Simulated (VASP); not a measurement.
# MnSb (Fm-3m) in VASP: a series of runs, part 2 of 2

VASP 6.6.1. The steps go on from the part before.

## 3. Single point, PBE, collinear spin, ferromagnetic start

Input file INCAR:

```
ALGO     = Normal         # electronic algorithm
EDIFF    = 1E-7           # SCF threshold, eV
ENCUT    = 520            # plane-wave cutoff, eV
GGA      = PE             # functional
ISIF     = 2              # what is computed and relaxed
ISMEAR   = -1             # smearing method
ISPIN    = 2              # spin polarisation
LASPH    = T              # aspherical terms in the spheres
LCHARG   = T              # write CHGCAR
LELF     = T              # ELF
LMAXMIX  = 4              # l up to which the mixer works
LORBIT   = 11             # projections on sites
LREAL    = F              # projectors in reciprocal space
LVHAR    = T            
LWAVE    = F              # write WAVECAR
MAGMOM   = 4.8 0          # initial moments
NBANDS   = 20             # bands
NELM     = 150            # most SCF steps
NUPDOWN  = 4.8            # fixed moment
PREC     = Accurate       # precision mode
SIGMA    = 0.08           # smearing width, eV
```

Input file KPOINTS:

```
k-points
0
Gamma
  12 12 12
```

Input file POSCAR:

```
MnSb
1.0
    0.0000000000      2.7950160000      2.7950160000
    2.7950160000      0.0000000000      2.7950160000
    2.7950160000      2.7950160000      0.0000000000
Mn Sb
1 1
Direct
    0.0000000000      0.0000000000      0.0000000000
    0.5000000000      0.5000000000      0.5000000000
```

Potentials or basis: VASP PAW PBE potentials, release 64 (Mn_pv, Sb).

Command:

```bash
$ cat potpaw_PBE.64/Mn_pv/POTCAR potpaw_PBE.64/Sb/POTCAR > POTCAR
$ mpirun -np 1 vasp_std > vasp.out
```

OUTCAR:

```text
EDIFF = 1E-7
   ENCUT = 520
   GGA = PE
   ISIF = 2
   ISMEAR = -1
   ISPIN = 2
   LASPH = T
   LORBIT = 11
   LREAL = F
   NELM = 150
   NUPDOWN = 4.8
   PREC = Accurate

 ion  position               nearest neighbor table
   1  0.000  0.000  0.000-   2 2.80   2 2.80   2 2.80   2 2.80   2 2.80   2 2.80
   2  0.500  0.500  0.500-   1 2.80   1 2.80   1 2.80   1 2.80   1 2.80   1 2.80

  LATTYP: Found a face centered cubic cell.
 ALAT       =     5.5900320000
[... 1321 lines left out ...]
  in kB       55.4585058     55.4585058     55.4585058      0.0000000     -0.0000000      0.0000000
  external PRESSURE =      55.4585058 kB  Pullay stress =       0.0000000 kB

 VOLUME and BASIS-vectors are now :
 -----------------------------------------------------------------------------
  energy-cutoff  :      520.00
  volume of cell :       43.67
      direct lattice vectors                 reciprocal lattice vectors
     0.000000000  2.795016000  2.795016000    -0.178889853  0.178889853  0.178889853
     2.795016000  0.000000000  2.795016000     0.178889853 -0.178889853  0.178889853
     2.795016000  2.795016000  0.000000000     0.178889853  0.178889853 -0.178889853

 POSITION                                       TOTAL-FORCE (eV/Angst)
 -----------------------------------------------------------------------------------
      0.00000      0.00000      0.00000         0.000000      0.000000     -0.000000
      2.79502      2.79502      2.79502        -0.000000     -0.000000      0.000000
 -----------------------------------------------------------------------------------
    total drift:                               -0.000000      0.000000      0.000000

  FREE ENERGIE OF THE ION-ELECTRON SYSTEM (eV)
  ---------------------------------------------------
  free  energy   TOTEN  =       -12.2984700716 eV

  energy  without entropy=      -12.2699819691  energy(sigma->0) =      -12.28422602

 total charge

# of ion       s       p       d       tot
------------------------------------------
    1        0.288   6.207   4.940  11.435
    2        1.150   1.308   0.036   2.494
--------------------------------------------------
tot          1.439   7.515   4.975  13.929

 magnetization (x)

# of ion       s       p       d       tot
------------------------------------------
    1        0.084   0.078   3.950   4.111
    2        0.027   0.083   0.020   0.130
--------------------------------------------------
tot          0.110   0.161   3.969   4.241
```

OSZICAR:

```text
N       E                     dE             d eps       ncg     rms          rms(c)
DAV:   1     0.132336594141E+03    0.13234E+03   -0.93241E+03  5872   0.859E+02
DAV:   2    -0.806619341270E+01   -0.14040E+03   -0.13596E+03  5992   0.256E+02
DAV:   3    -0.131316463242E+02   -0.50655E+01   -0.50174E+01  6864   0.538E+01
DAV:   4    -0.131978492473E+02   -0.66203E-01   -0.66181E-01  6376   0.617E+00
DAV:   5    -0.131995256300E+02   -0.16764E-02   -0.16763E-02  6588   0.988E-01    0.970E+00
DAV:   6    -0.125237287863E+02    0.67580E+00   -0.50363E+00  6332   0.287E+01    0.979E+00
DAV:   7    -0.122967230297E+02    0.22701E+00   -0.11313E+00  6260   0.142E+01    0.437E+00
DAV:   8    -0.123015596427E+02   -0.48366E-02   -0.30639E-02  6472   0.135E+00    0.218E+00
DAV:   9    -0.122954838904E+02    0.60758E-02   -0.14170E-02  6108   0.125E+00    0.611E-01
DAV:  10    -0.122976350217E+02   -0.21511E-02   -0.34025E-03  6240   0.520E-01    0.325E-01
DAV:  11    -0.122984398995E+02   -0.80488E-03   -0.10234E-03  6196   0.350E-01    0.783E-02
DAV:  12    -0.122984597164E+02   -0.19817E-04   -0.17299E-04  6416   0.876E-02    0.347E-02
DAV:  13    -0.122984686276E+02   -0.89111E-05   -0.11662E-05  6296   0.262E-02    0.217E-02
DAV:  14    -0.122984695278E+02   -0.90023E-06   -0.45091E-06  6096   0.133E-02    0.898E-03
DAV:  15    -0.122984700964E+02   -0.56863E-06   -0.86464E-07  6136   0.107E-02    0.289E-03
DAV:  16    -0.122984700716E+02    0.24834E-07   -0.78141E-08  4328   0.194E-03
   1 F= -.12298470E+02 E0= -.12284226E+02  d E =-.284881E-01  mag=     4.8000
```

It took 3.6 min on 1 thread of Intel Xeon 8259CL, shared host; peak memory 0.26 GiB.

Results:

```yaml
Free_energy: -12.2985 eV
Pressure: 5.5 GPa
Net_moment: 4.80 μB per cell
Site_moments: Mn +4.11; Sb +0.13 μB
Valence_electrons_inside_the_program's_atomic_spheres: Mn 11.44; Sb 2.49
```

Caveat: the cell stands under pressure; the total moment is fixed, so each spin has its own Fermi level and the state may be an excited one; a cell with one magnetic atom can't hold antiferromagnetic order, which such compounds often take.

## 4. Single point, PBE, collinear spin, ferromagnetic start

Input file INCAR:

```
SYSTEM = MnSb
PREC = Accurate
ENCUT = 520
EDIFF = 1E-6
ISMEAR = -1
SIGMA = 0.08
LREAL = .False.
LASPH = .True.
NELM = 150
ALGO = Normal
ISIF = 2
LWAVE = .False.
LCHARG = .False.
ISPIN = 2
MAGMOM = 5.76 0
LORBIT = 11
NUPDOWN = 5.76
LMAXMIX = 4
GGA = PE
NBANDS = 20
```

Input file KPOINTS:

```
regular mesh
0
Gamma
  12 12 12
  0 0 0
```

POSCAR is that of step 3.

Potentials or basis: VASP PAW PBE potentials, release 64 (Mn_pv, Sb).

Command:

```bash
$ cat potpaw_PBE.64/Mn_pv/POTCAR potpaw_PBE.64/Sb/POTCAR > POTCAR
$ mpirun -np 1 vasp_std > vasp.out
```

OUTCAR:

```text
SYSTEM = MnSb
   PREC = Accurate
   ENCUT = 520
   EDIFF = 1E-6
   ISMEAR = -1
   LREAL = .False.
   LASPH = .True.
   NELM = 150
   ISIF = 2
   ISPIN = 2
   LORBIT = 11
   NUPDOWN = 5.76
   GGA = PE

 ion  position               nearest neighbor table
   1  0.000  0.000  0.000-   2 2.80   2 2.80   2 2.80   2 2.80   2 2.80   2 2.80
   2  0.500  0.500  0.500-   1 2.80   1 2.80   1 2.80   1 2.80   1 2.80   1 2.80

  LATTYP: Found a face centered cubic cell.
 ALAT       =     5.5900320000

  Lattice vectors:

 A1 = (   0.0000000000,   2.7950160000,   2.7950160000)
 A2 = (   2.7950160000,   0.0000000000,   2.7950160000)
 A3 = (   2.7950160000,   2.7950160000,   0.0000000000)

Analysis of symmetry for initial positions (statically):
=====================================================================
 Subroutine PRICEL returns:
 Original cell was already a primitive cell.

 Routine SETGRP: Setting up the symmetry group for a
 face centered cubic supercell.

 Subroutine GETGRP returns: Found 48 space group operations
[... 750 lines left out ...]
      5       8.0004      0.00000
      6       8.0004      0.00000
[... 541 lines left out ...]
     19      20.7896      0.00000
     20      24.1258      0.00000

 [... further k-points ...]

------------------------ aborting loop because EDIFF is reached ----------------------------------------

  FORCE on cell =-STRESS in cart. coord.  units (eV):
  Direction    XX          YY          ZZ          XY          YZ          ZX
  --------------------------------------------------------------------------------------
  -------------------------------------------------------------------------------------
  Total        3.8119303      3.8119303      3.8119303      0.0000000      0.0000000      0.0000000
  in kB      139.8532751    139.8532751    139.8532751      0.0000000      0.0000000      0.0000000
  external PRESSURE =     139.8532751 kB  Pullay stress =       0.0000000 kB

 VOLUME and BASIS-vectors are now :
 -----------------------------------------------------------------------------
  energy-cutoff  :      520.00
  volume of cell :       43.67
      direct lattice vectors                 reciprocal lattice vectors
     0.000000000  2.795016000  2.795016000    -0.178889853  0.178889853  0.178889853
     2.795016000  0.000000000  2.795016000     0.178889853 -0.178889853  0.178889853
     2.795016000  2.795016000  0.000000000     0.178889853  0.178889853 -0.178889853

 POSITION                                       TOTAL-FORCE (eV/Angst)
 -----------------------------------------------------------------------------------
      0.00000      0.00000      0.00000        -0.000000      0.000000     -0.000000
      2.79502      2.79502      2.79502         0.000000     -0.000000      0.000000
 -----------------------------------------------------------------------------------
    total drift:                               -0.000000      0.000000      0.000000

  FREE ENERGIE OF THE ION-ELECTRON SYSTEM (eV)
  ---------------------------------------------------
  free  energy   TOTEN  =       -11.0464656700 eV

  energy  without entropy=      -11.0010293554  energy(sigma->0) =      -11.02374751

 total charge

# of ion       s       p       d       tot
------------------------------------------
    1        0.304   6.224   4.886  11.415
    2        1.161   1.317   0.041   2.518
--------------------------------------------------
tot          1.465   7.541   4.927  13.933

 magnetization (x)

# of ion       s       p       d       tot
------------------------------------------
    1        0.102   0.114   4.187   4.404
    2        0.042   0.341   0.027   0.410
--------------------------------------------------
tot          0.144   0.455   4.215   4.813
```

OSZICAR:

```text
N       E                     dE             d eps       ncg     rms          rms(c)
DAV:   1     0.135150433838E+03    0.13515E+03   -0.93589E+03  5872   0.861E+02
DAV:   2    -0.642768749354E+01   -0.14158E+03   -0.13776E+03  6008   0.257E+02
DAV:   3    -0.114730839687E+02   -0.50454E+01   -0.50063E+01  6856   0.537E+01
DAV:   4    -0.115382615664E+02   -0.65178E-01   -0.65159E-01  6348   0.612E+00
DAV:   5    -0.115399327015E+02   -0.16711E-02   -0.16711E-02  6596   0.983E-01    0.118E+01
DAV:   6    -0.108815322935E+02    0.65840E+00   -0.28564E+00  6340   0.215E+01    0.732E+00
DAV:   7    -0.110412210065E+02   -0.15969E+00   -0.41744E-01  6152   0.600E+00    0.426E+00
DAV:   8    -0.110488599622E+02   -0.76390E-02   -0.27659E-02  6308   0.142E+00    0.215E+00
DAV:   9    -0.110455259612E+02    0.33340E-02   -0.68670E-03  6348   0.921E-01    0.303E-01
DAV:  10    -0.110464431581E+02   -0.91720E-03   -0.14595E-03  6164   0.400E-01    0.129E-01
DAV:  11    -0.110464355890E+02    0.75691E-05   -0.13823E-04  6328   0.794E-02    0.508E-02
DAV:  12    -0.110464546436E+02   -0.19055E-04   -0.57027E-05  6144   0.586E-02    0.264E-02
DAV:  13    -0.110464663646E+02   -0.11721E-04   -0.63103E-06  6580   0.220E-02    0.119E-02
DAV:  14    -0.110464656700E+02    0.69459E-06   -0.98567E-07  5468   0.793E-03
   1 F= -.11046466E+02 E0= -.11023748E+02  d E =-.454363E-01  mag=     5.7600
```

Wall time 3 min (1 thread of Intel Xeon 8259CL, shared host); peak memory 0.26 GiB.

What came out:

| Quantity | Value |
| --- | --- |
| Free energy | -11.0465 eV |
| Pressure | 14.0 GPa |
| Net moment | 5.76 μB per cell |
| Site moments | Mn +4.40; Sb +0.41 μB |
| Valence electrons inside the program's atomic spheres | Mn 11.41; Sb 2.52 |

Caveat: the cell stands under pressure; the total moment is fixed, so each spin has its own Fermi level and the state may be an excited one; a cell with one magnetic atom can't hold antiferromagnetic order, which such compounds often take.

## 5. Overview

```csv
fixed moment (μB),pressure (GPa),moment (μB)
4.22,1.9,4.22
4.8,5.5,4.80
5.76,14.0,5.76
```

Alike in all rows: task single point; level PBE; potentials or basis VASP PAW PBE potentials, release 64 (Mn_pv, Sb); spin collinear, ferromagnetic start; cell as given; k mesh 12 × 12 × 12; cutoff (eV) 520; smearing fermi-dirac 0.08 eV.

Caveats: the total moment is fixed, so each spin has its own Fermi level and the state may be an excited one; a cell with one magnetic atom can't hold antiferromagnetic order, which such compounds often take; the cell stands under pressure (at least some runs).

Absolute energies hang on the potentials; compare differences alone.
